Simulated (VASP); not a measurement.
BiW:

```
W Bi
1.0
     4.20534    0.00000    0.00000
    -2.10267    3.64193    0.00000
     0.00000    0.00000    5.86122
W Bi
2 2
Cartesian
  0.0000 0.0000 0.0000
  0.0000 0.0000 2.9306
  0.0000 2.4280 1.4653
  2.1027 1.2140 4.3959
```

| Quantity | Value |
| --- | --- |
| Program | VASP 6.6.1 |
| Task | relaxation of cell and atoms |
| Functional | PBE |
| Potentials or basis | VASP PAW PBE potentials, release 64 (W_sv, Bi_d) |
| Cutoff | 600 eV |
| k mesh | 10 × 10 × 6 |
| Occupations | gaussian, width 0.05 eV |
| Spin | no spin polarisation |

At the start: pressure 5.2 GPa; volume 22.44 Å³/atom.

Q: How do energy, volume and symmetry change on relaxing?

A: Over 10 steps the energy falls by 260.8 meV/atom and the volume is 23.89 Å³/atom (+6.4 %); space group P6_3/mmc (No. 194, to 0.1 Å) before and after.

The path:
```
step  energy change (eV)  largest force (eV/Å)  pressure (GPa)  volume (Å³)
   1              0.0000                0.0000            5.23        89.77
   2             -0.7107                0.0000           -5.90        99.13
   3             -0.7499                0.0000           -7.51       101.27
   4             -0.9910                0.0000            0.25        96.60
   5             -1.0246                0.0000           -1.98        97.75
   6             -1.0245                0.0000           -2.11        97.82
   7             -1.0432                0.0000           -0.20        95.75
   8             -1.0433                0.0000           -0.07        95.61
   9             -1.0433                0.0000           -0.03        95.57
  10             -1.0433                0.0000            0.04        95.54
```

Final structure:
```
CELL_PARAMETERS angstrom
4.62301 0.00000 0.00000
-2.31150 4.00364 0.00000
0.00000 0.00000 5.16188
ATOMIC_POSITIONS crystal
W 0.00000 0.00000 0.00000
W 0.00000 0.00000 0.50000
Bi 0.33333 0.66667 0.25000
Bi 0.66667 0.33333 0.75000
```
